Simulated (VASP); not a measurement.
A run of VASP 6.6.1 is set up as follows.

File INCAR:

```
SYSTEM = Au
PREC     = Accurate       ! precision mode
ENCUT    = 520            ! plane-wave cutoff, eV
EDIFF    = 1E-7           ! SCF threshold, eV
ISMEAR   = 0              ! smearing method
SIGMA    = 0.1            ! smearing width, eV
LREAL    = .FALSE.        ! projectors in reciprocal space
LASPH    = .TRUE.         ! aspherical terms in the spheres
NELM     = 100            ! most SCF steps
ALGO     = Fast           ! electronic algorithm
ISIF     = 2              ! what is computed and relaxed
LWAVE    = .FALSE.        ! write WAVECAR
LCHARG   = .FALSE.        ! write CHGCAR
GGA      = PS             ! functional
NBANDS   = 12             ! bands
```

The input KPOINTS:

```
Automatic mesh
0
G
  8 8 8
  0 0 0
```

File POSCAR:

```
Au
1.0
    0.0000000000      1.8744024320      1.8744024320
    1.8744024320      0.0000000000      1.8744024320
    1.8744024320      1.8744024320      0.0000000000
Au
1
Direct
    0.0000000000      0.0000000000      0.0000000000
```

Potentials or basis: VASP PAW PBE potentials, release 64 (Au).

Run with:

```bash
$ cat potpaw_PBE.64/Au/POTCAR > POTCAR
$ mpirun -np 1 vasp_std > vasp.out
```

**Question.** Predict the pressure.

**Answer.** 93.3 GPa.

Caveat: the k points lie up to 0.36 Å⁻¹ apart; the cell differs from its parent crystal (Ir replaced by Au, lengths x 0.979, strained); the PAW data sets were made with another functional, which shifts forces and pressure a little.
